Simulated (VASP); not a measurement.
# Au (Fm-3m) in VASP: notebook

Au is run at these levels: SVWN5, LDA; tasks: single point.

Program: VASP 6.6.1. These are calculated values, not measurements. Logs are shortened: lines on timing, memory, paths and dates and some standing lists are left out, and cuts for length are marked.

## 1. The cell of the first run

Symmetry: Fm-3m, No. 225, cubic system. Conventional cell: a = 4.047 Å, b = 4.047 Å, c = 4.047 Å, α = 90.00°, β = 90.00°, γ = 90.00°. Au (site symmetry m-3m) has 12 Au at 2.86 Å within 3.8 Å.

## 2. Single point, SVWN5

Contents of INCAR:

```
SYSTEM = Au
  PREC = Accurate
  ENCUT = 520
  EDIFF = 1E-7
  ISMEAR = -1
  SIGMA = 0.05
  LREAL = .False.
  LASPH = .True.
  NELM = 80
  ALGO = Normal
  ISIF = 2
  LWAVE = .False.
  LCHARG = .False.
  GGA = VW
  NBANDS = 12
```

Contents of KPOINTS:

```
Automatic mesh
0
Gamma
  11 11 11
  0 0 0
```

Contents of POSCAR:

```
Au
1.0
    0.0000000000      2.0232765814      2.0232765814
    2.0232765814      0.0000000000      2.0232765814
    2.0232765814      2.0232765814      0.0000000000
Au
1
Direct
    0.0000000000      0.0000000000      0.0000000000
```

Potentials or basis: VASP PAW PBE potentials, release 64 (Au).

Run with:

```bash
$ cat potpaw_PBE.64/Au/POTCAR > POTCAR
$ mpirun -np 1 vasp_std > vasp.out
```

OUTCAR:

```text
SYSTEM = Au
   PREC = Accurate
   ENCUT = 520
   EDIFF = 1E-7
   ISMEAR = -1
   LREAL = .False.
   LASPH = .True.
   NELM = 80
   ISIF = 2
   GGA = VW

 ion  position               nearest neighbor table
   1  0.000  0.000  0.000-

  LATTYP: Found a face centered cubic cell.
 ALAT       =     4.0465531628

  Lattice vectors:

 A1 = (   0.0000000000,   2.0232765814,   2.0232765814)
 A2 = (   2.0232765814,   0.0000000000,   2.0232765814)
 A3 = (   2.0232765814,   2.0232765814,   0.0000000000)

Analysis of symmetry for initial positions (statically):
=====================================================================
 Subroutine PRICEL returns:
 Original cell was already a primitive cell.

 Routine SETGRP: Setting up the symmetry group for a
 face centered cubic supercell.

 Subroutine GETGRP returns: Found 48 space group operations
[... 9 lines left out ...]

 Routine SETGRP: Setting up the symmetry group for a
 face centered cubic supercell.

 Subroutine GETGRP returns: Found 48 space group operations
[... 11 lines left out ...]
                                     Primitive cell

  volume of cell :      16.5652

  direct lattice vectors                    reciprocal lattice vectors
     0.000000000  2.023276581  2.023276581    -0.247123900  0.247123900  0.247123900
     2.023276581  0.000000000  2.023276581     0.247123900 -0.247123900  0.247123900
     2.023276581  2.023276581  0.000000000     0.247123900  0.247123900 -0.247123900

  length of vectors
     2.861345182  2.861345182  2.861345182     0.428031151  0.428031151  0.428031151

  position of ions in fractional coordinates (direct lattice)
     0.000000000  0.000000000  0.000000000

  ion indices of the primitive-cell ions
   primitive index   ion index
                 1           1

----------------------------------------------------------------------------------------

 KPOINTS: Automatic mesh

Automatic generation of k-mesh.
 Grid dimensions read from file:
 generate k-points for:   11   11   11

 Generating k-lattice:

  Cartesian coordinates                     Fractional coordinates (reciprocal lattice)
    -0.022465809  0.022465809  0.022465809     0.090909091  0.000000000  0.000000000
     0.022465809 -0.022465809  0.022465809     0.000000000  0.090909091  0.000000000
     0.022465809  0.022465809 -0.022465809     0.000000000  0.000000000  0.090909091

  Length of vectors
     0.038911923  0.038911923  0.038911923

  Shift w.r.t. Gamma in fractional coordinates (k-lattice)
     0.000000000  0.000000000  0.000000000

 Subroutine IBZKPT returns following result:
 ===========================================

 Found     56 irreducible k-points:

 Following reciprocal coordinates:
            Coordinates               Weight
  0.000000  0.000000  0.000000      1.000000
  0.090909  0.000000  0.000000      8.000000
  0.181818  0.000000  0.000000      8.000000
  0.272727  0.000000  0.000000      8.000000
  0.363636  0.000000  0.000000      8.000000
  0.454545  0.000000  0.000000      8.000000
[... 16 lines left out ...]
 -0.272727  0.181818  0.000000     24.000000
 -0.181818  0.181818  0.000000     12.000000
 [... further k-points ...]
   k-points           NKPTS =     56   k-points in BZ     NKDIM =     56   number of bands    NBANDS=     12
   number of dos      NEDOS =    301   number of ions     NIONS =      1
   total plane-waves  NPLWV =  13824
   dimension x,y,z NGX =    24 NGY =   24 NGZ =   24
   dimension x,y,z NGXF=    48 NGYF=   48 NGZF=   48
   ions per type =               1
   NGX,Y,Z   is equivalent  to a cutoff of  13.94, 13.94, 13.94 a.u.
   NGXF,Y,Z  is equivalent  to a cutoff of  27.89, 27.89, 27.89 a.u.
 SYSTEM =  Au
   PREC   = accura    normal or accurate (medium, high low for compatibility)
   ISTART =      0    job   : 0-new  1-cont  2-samecut
   ICHARG =      2    charge: 1-file 2-atom 10-const
   ISPIN  =      1    spin polarized calculation?
   LNONCOLLINEAR =      F non collinear calculations
   LSORBIT =      F    spin-orbit coupling
   LASPH  =      T    aspherical Exc in radial PAW
   ENCUT  =  520.0 eV  38.22 Ry    6.18 a.u.   5.32  5.32  5.32*2*pi/ulx,y,z
   NELM   =     80;   NELMIN=  2; NELMDL= -5     # of ELM steps
   EDIFF  = 0.1E-06   stopping-criterion for ELM
   LREAL  =      F    real-space projection
   EDIFFG = 0.1E-05   stopping-criterion for IOM
   NSW    =      0    number of steps for IOM
   IBRION =     -1    ionic relax: 0-MD 1-quasi-New 2-CG
   NFREE  =      0    steps in history (QN), initial steepest desc. (CG)
   ISIF   =      2    stress and relaxation
   ISYM   =      2    0-nonsym 1-usesym 2-fastsym
   POTIM  = 0.5000    time-step for ionic-motion
   TEBEG  =    0.0;   TEEND  =   0.0 temperature during run
   PSTRESS=    0.0 pullay stress
   NELECT =      11.0000    total number of electrons
   NUPDOWN=      -1.0000    fix difference up-down
   EMIN   =  10.00;   EMAX   =-10.00  energy-range for DOS
[... 5 lines left out ...]
     AMIX     =   0.40;   BMIX     =  1.00
     AMIX_MAG =   1.60;   BMIX_MAG =  1.00
  volume/ion in A,a.u.               =      16.57       111.79
  Fermi-wavevector in a.u.,A,eV,Ry     =   1.428260  2.699019 27.754870  2.039925
  Thomas-Fermi vector in A             =   2.548341
   LORBIT       =      0    0 simple, 1 ext, 2 COOP (PROOUT), +10 PAW based schemes
   GGA     = VW    functional components
   LHFCALC =     F    Hartree Fock is set to
   AEXX    =    0.0000 exact exchange contribution
   IVDW    =     0    specifies the selected vdW correction
   LEPSILON=     F    determine dielectric tensor
   LRPA    =     F    only Hartree local field effects (RPA)
 non-spin polarized calculation
  energy-cutoff  :      520.00
  volume of cell :       16.57
 maximum number of plane-waves:       459
 NGX is ok and might be reduce to    24
   NGX = 11   NGY = 11   NGZ = 11

 number of electron      10.9999999 magnetization

 Free energy of the ion-electron system (eV)
  ---------------------------------------------------
  ext. energy  EPLUGINS =         0.00000000
  ---------------------------------------------------
  free energy    TOTEN  =        -4.46923294 eV

  energy without entropy =       -4.46774402  energy(sigma->0) =       -4.46848848

 E-fermi :   9.5473     XC(G=0): -13.1464

 val. band max:        9.4135674759   @ k =   0.4545   0.2727   0.0000
 cond. band min:       9.6433591715   @ k =  -0.4545   0.0909   0.0000
 fundamental gap:      0.2297916956
 Fermi energy:         9.5472724772

 k-point     1 :       0.0000    0.0000    0.0000
  band No.  band energies     occupation
      1      -0.6875      2.00000
      2       4.7191      2.00000
      3       4.7191      2.00000
      4       4.7191      2.00000
      5       6.3326      2.00000
      6       6.3326      2.00000
      7      24.1317      0.00000
      8      28.2186      0.00000
      9      28.2186      0.00000
     10      28.2186      0.00000
     11      33.2761      0.00000
     12      38.1807      0.00000

 k-point     2 :       0.0909    0.0000    0.0000
  band No.  band energies     occupation
      1      -0.3939      2.00000
      2       4.6237      2.00000
      3       4.8190      2.00000
      4       4.8190      2.00000
      5       6.2895      2.00000
      6       6.2895      2.00000
      7      24.4731      0.00000
      8      26.5970      0.00000
      9      28.5781      0.00000
     10      28.5781      0.00000
     11      34.1139      0.00000
     12      36.2104      0.00000

 k-point     3 :       0.1818    0.0000    0.0000
  band No.  band energies     occupation
      1       0.4120      2.00000
      2       4.4657      2.00000
      3       5.0002      2.00000
      4       5.0002      2.00000
      5       6.2910      2.00000
      6       6.2910      2.00000
      7      23.4347      0.00000
      8      25.3286      0.00000
      9      29.4608      0.00000
     10      29.4608      0.00000
     11      31.9262      0.00000
     12      34.1215      0.00000

 k-point     4 :       0.2727    0.0000    0.0000
  band No.  band energies     occupation
      1       1.3835      2.00000
      2       4.6938      2.00000
      3       4.9887      2.00000
      4       4.9887      2.00000
      5       6.6149      2.00000
      6       6.6149      2.00000
      7      19.9877      0.00000
      8      25.0959      0.00000
      9      29.6233      0.00000
     10      29.6233      0.00000
     11      31.7955      0.00000
     12      32.8121      0.00000

 k-point     5 :       0.3636    0.0000    0.0000
  band No.  band energies     occupation
      1       1.8783      2.00000
      2       4.8240      2.00000
      3       4.8240      2.00000
      4       5.9808      2.00000
      5       7.1518      2.00000
      6       7.1518      2.00000
      7      16.3709      0.00000
      8      24.2142      0.00000
      9      28.1036      0.00000
     10      28.1036      0.00000
     11      33.8056      0.00000
     12      33.8076      0.00000
[... 228 lines left out ...]
      1       2.6983      2.00000
      2       4.2185      2.00000
      3       5.3407      2.00000
      4       5.4623      2.00000
      5       7.5421      2.00000
      6      11.3731      0.00000
      7      12.7210      0.00000
      8      22.4619      0.00000
      9      25.1300      0.00000
     10      25.5351      0.00000
     11      35.2075      0.00000
     12      35.3312      0.00000

 k-point    22 :      -0.3636    0.1818    0.0000
  band No.  band energies     occupation
      1       2.7799      2.00000
      2       4.3081      2.00000
      3       5.3009      2.00000
      4       5.3203      2.00000
      5       7.0283      2.00000
      6      10.0322      0.00012
      7      14.8071      0.00000
      8      21.8591      0.00000
      9      25.4997      0.00000
     10      26.7852      0.00000
     11      33.3836      0.00000
     12      35.3234      0.00000

 k-point    23 :      -0.2727    0.1818    0.0000
  band No.  band energies     occupation
      1       2.7120      2.00000
      2       4.3139      2.00000
      3       4.7004      2.00000
      4       5.4378      2.00000
      5       6.3184      2.00000
      6       8.6360      2.00000
      7      18.1105      0.00000
      8      22.0099      0.00000
      9      26.1207      0.00000
     10      29.1934      0.00000
     11      30.9371      0.00000
     12      35.3784      0.00000

 k-point    24 :      -0.1818    0.1818    0.0000
  band No.  band energies     occupation
      1       1.9547      2.00000
      2       4.0744      2.00000
      3       4.9261      2.00000
      4       5.6376      2.00000
      5       5.6878      2.00000
      6       7.5828      2.00000
      7      21.0666      0.00000
      8      23.1310      0.00000
      9      27.3967      0.00000
     10      28.9012      0.00000
     11      31.7353      0.00000
     12      34.4276      0.00000

 [... further k-points ...]

------------------------ aborting loop because EDIFF is reached ----------------------------------------

  FORCE on cell =-STRESS in cart. coord.  units (eV):
  Direction    XX          YY          ZZ          XY          YZ          ZX
  --------------------------------------------------------------------------------------
  -------------------------------------------------------------------------------------
  Total       -0.0273275     -0.0273275     -0.0273275      0.0000000     -0.0000000     -0.0000000
  in kB       -2.6431058     -2.6431058     -2.6431058      0.0000000     -0.0000000     -0.0000000
  external PRESSURE =      -2.6431058 kB  Pullay stress =       0.0000000 kB

 VOLUME and BASIS-vectors are now :
 -----------------------------------------------------------------------------
  energy-cutoff  :      520.00
  volume of cell :       16.57
      direct lattice vectors                 reciprocal lattice vectors
     0.000000000  2.023276581  2.023276581    -0.247123900  0.247123900  0.247123900
     2.023276581  0.000000000  2.023276581     0.247123900 -0.247123900  0.247123900
     2.023276581  2.023276581  0.000000000     0.247123900  0.247123900 -0.247123900

 POSITION                                       TOTAL-FORCE (eV/Angst)
 -----------------------------------------------------------------------------------
      0.00000      0.00000      0.00000         0.000000      0.000000      0.000000
 -----------------------------------------------------------------------------------
    total drift:                               -0.000000      0.000000     -0.000000

  FREE ENERGIE OF THE ION-ELECTRON SYSTEM (eV)
  ---------------------------------------------------
  free  energy   TOTEN  =        -4.4692329376 eV

  energy  without entropy=       -4.4677440229  energy(sigma->0) =       -4.46848848
```

Wall time 5.3 s (1 thread of Intel Xeon Platinum 8488C (Sapphire Rapids), shared host); peak memory 0.13 GiB.

What came out:

| Item | Value |
| --- | --- |
| Free energy | -4.4692 eV |
| Pressure | -0.3 GPa |

Levels at points of the mesh, in eV from the Fermi level:
```tsv
k point	band 2	band 3	band 4	band 5	band 6	band 7	band 8	band 9	band 10	band 11
(0.00, 0.00, 0.00)	-4.83	-4.83	-4.83	-3.21	-3.21	14.58	18.67	18.67	18.67	23.73
```

Caveat: the PAW data sets were made with another functional, which shifts forces and pressure a little; spin-orbit coupling is left out, which moves the levels of the heavy elements.

## 3. Single point, LDA

This run uses another cell than the first one, of 16.18 Å³/atom, 0.977 times its volume.

Contents of INCAR:

```
  ALGO = Normal
  EDIFF = 1E-6
  ENCUT = 520
  GGA = CA
  ISIF = 2
  ISMEAR = -1
  LASPH = True
  LCHARG = False
  LREAL = False
  LWAVE = False
  NBANDS = 12
  NELM = 60
  PREC = Accurate
  SIGMA = 0.05
```

Contents of KPOINTS:

```
k-points
0
Gamma
  11 11 11
```

Contents of POSCAR:

```
Au
1.0
    0.0000000000      2.0074966285      2.0074966285
    2.0074966285      0.0000000000      2.0074966285
    2.0074966285      2.0074966285      0.0000000000
Au
1
Direct
    0.0000000000      0.0000000000      0.0000000000
```

Potentials or basis: VASP PAW LDA potentials, release 64 (Au).

Run with:

```bash
$ cat potpaw_LDA.64/Au/POTCAR > POTCAR
$ mpirun -np 1 vasp_std > vasp.out
```

It took 5 s on 1 thread of Intel Xeon Platinum 8488C (Sapphire Rapids), shared host; peak memory 0.14 GiB.

It converged, with:

```yaml
Free_energy: -4.4468 eV
Pressure: 5.6 GPa
```

Levels at points of the mesh, in eV from the Fermi level:
```
           k point  band 2  band 3  band 4  band 5  band 6  band 7  band 8  band 9  band 10  band 11
(0.00, 0.00, 0.00)   -4.97   -4.97   -4.97   -3.29   -3.29   14.43   18.68   18.68    18.68    23.88
```

Caveat: spin-orbit coupling is left out, which moves the levels of the heavy elements.

## 4. Single point, LDA

This run uses another cell than the first one, of 16.52 Å³/atom, 0.997 times its volume.

Contents of INCAR:

```
SYSTEM = Au
ALGO     = Normal         ! electronic algorithm
EDIFF    = 1E-6           ! SCF threshold, eV
ENCUT    = 520            ! plane-wave cutoff, eV
GGA      = CA             ! functional
ISIF     = 2              ! what is computed and relaxed
ISMEAR   = -1             ! smearing method
LASPH    = .TRUE.         ! aspherical terms in the spheres
LCHARG   = .FALSE.        ! write CHGCAR
LREAL    = .FALSE.        ! projectors in reciprocal space
LWAVE    = .FALSE.        ! write WAVECAR
NBANDS   = 12             ! bands
NELM     = 100            ! most SCF steps
PREC     = Accurate       ! precision mode
SIGMA    = 0.05           ! smearing width, eV
```

Contents of KPOINTS:

```
k-points
0
G
  11 11 11
  0 0 0
```

Contents of POSCAR:

```
Au
1.0
    0.0000000000      2.0213418704      2.0213418704
    2.0213418704      0.0000000000      2.0213418704
    2.0213418704      2.0213418704      0.0000000000
Au
1
Direct
    0.0000000000      0.0000000000      0.0000000000
```

Potentials or basis: VASP PAW LDA potentials, release 64 (Au).

Run with:

```bash
$ cat potpaw_LDA.64/Au/POTCAR > POTCAR
$ mpirun -np 1 vasp_std > vasp.out
```

OUTCAR:

```text
SYSTEM = Au
   EDIFF = 1E-6
   ENCUT = 520
   GGA = CA
   ISIF = 2
   ISMEAR = -1
   LASPH = .TRUE.
   LREAL = .FALSE.
   NELM = 100
   PREC = Accurate

 ion  position               nearest neighbor table
   1  0.000  0.000  0.000-

  LATTYP: Found a face centered cubic cell.
 ALAT       =     4.0426837408

  Lattice vectors:

 A1 = (   0.0000000000,   2.0213418704,   2.0213418704)
 A2 = (   2.0213418704,   0.0000000000,   2.0213418704)
[... 539 lines left out ...]
     12      34.7005      0.00000

 [... further k-points ...]

------------------------ aborting loop because EDIFF is reached ----------------------------------------

  FORCE on cell =-STRESS in cart. coord.  units (eV):
  Direction    XX          YY          ZZ          XY          YZ          ZX
  --------------------------------------------------------------------------------------
  -------------------------------------------------------------------------------------
  Total        0.1242886      0.1242886      0.1242886      0.0000000      0.0000000     -0.0000000
  in kB       12.0556990     12.0556990     12.0556990      0.0000000      0.0000000     -0.0000000
  external PRESSURE =      12.0556990 kB  Pullay stress =       0.0000000 kB

 VOLUME and BASIS-vectors are now :
 -----------------------------------------------------------------------------
  energy-cutoff  :      520.00
  volume of cell :       16.52
      direct lattice vectors                 reciprocal lattice vectors
     0.000000000  2.021341870  2.021341870    -0.247360433  0.247360433  0.247360433
     2.021341870  0.000000000  2.021341870     0.247360433 -0.247360433  0.247360433
     2.021341870  2.021341870  0.000000000     0.247360433  0.247360433 -0.247360433

 POSITION                                       TOTAL-FORCE (eV/Angst)
 -----------------------------------------------------------------------------------
      0.00000      0.00000      0.00000         0.000000      0.000000      0.000000
 -----------------------------------------------------------------------------------
    total drift:                               -0.000000      0.000000      0.000000

  FREE ENERGIE OF THE ION-ELECTRON SYSTEM (eV)
  ---------------------------------------------------
  free  energy   TOTEN  =        -4.4540922059 eV

  energy  without entropy=       -4.4524689903  energy(sigma->0) =       -4.45328060
```

OSZICAR:

```text
N       E                     dE             d eps       ncg     rms          rms(c)
DAV:   1     0.492221529565E+02    0.49222E+02   -0.55366E+03  1400   0.822E+02
DAV:   2    -0.405991270772E+01   -0.53282E+02   -0.50160E+02  1592   0.191E+02
DAV:   3    -0.478031701470E+01   -0.72040E+00   -0.71957E+00  1628   0.211E+01
DAV:   4    -0.478262924552E+01   -0.23122E-02   -0.23121E-02  1596   0.137E+00
DAV:   5    -0.478264482088E+01   -0.15575E-04   -0.15577E-04  1688   0.106E-01    0.106E+01
DAV:   6    -0.448136328130E+01    0.30128E+00   -0.80041E-01  1428   0.717E+00    0.648E+00
DAV:   7    -0.445757082306E+01    0.23792E-01   -0.66737E-02  1568   0.203E+00    0.297E+00
DAV:   8    -0.445409305074E+01    0.34778E-02   -0.18388E-03  1524   0.436E-01    0.255E-01
DAV:   9    -0.445409229549E+01    0.75525E-06   -0.11203E-05  1612   0.269E-02    0.208E-02
DAV:  10    -0.445409220588E+01    0.89614E-07   -0.10606E-06  1468   0.712E-03
   1 F= -.44540922E+01 E0= -.44532806E+01  d E =-.162322E-02
```

stdout:

```text
POSCAR found type information on POSCAR Au
 POSCAR found :  1 types and       1 ions
 scaLAPACK will be used
 LDA part: xc-table for (Slater(with rela. corr.)+CA(PZ))
 , standard interpolation
 POSCAR, INCAR and KPOINTS ok, starting setup
 FFT: planning ... GRIDC
 FFT: planning ... GRID_SOFT
 FFT: planning ... GRID
 WAVECAR not read
 entering main loop
```

Run time: 5 s. Hardware: 1 thread of Intel Xeon Platinum 8488C (Sapphire Rapids), shared host; peak memory 0.13 GiB.

Results:

```
Free energy : -4.4541 eV
Pressure    : 1.2 GPa
```

Caveat: spin-orbit coupling is left out, which moves the levels of the heavy elements.

## 5. The runs side by side

```tsv
level	potentials or basis	cell	gap on the mesh (eV)	pressure (GPa)
SVWN5	VASP PAW PBE potentials, release 64 (Au)	a = 2.861 Å, angles 60.0°, 1 atom	none	-0.3
LDA	VASP PAW LDA potentials, release 64 (Au)	a = 2.839 Å, angles 60.0°, 1 atom	none	5.6
LDA	VASP PAW LDA potentials, release 64 (Au)	a = 2.859 Å, angles 60.0°, 1 atom	none	1.2
```

Alike in all rows: task single point; no spin polarisation; k mesh 11 × 11 × 11; cutoff (eV) 520; smearing fermi-dirac 0.05 eV.

Caveats: spin-orbit coupling is left out, which moves the levels of the heavy elements; the PAW data sets were made with another functional, which shifts forces and pressure a little (some runs).

Absolute energies hang on the potentials; compare differences alone.
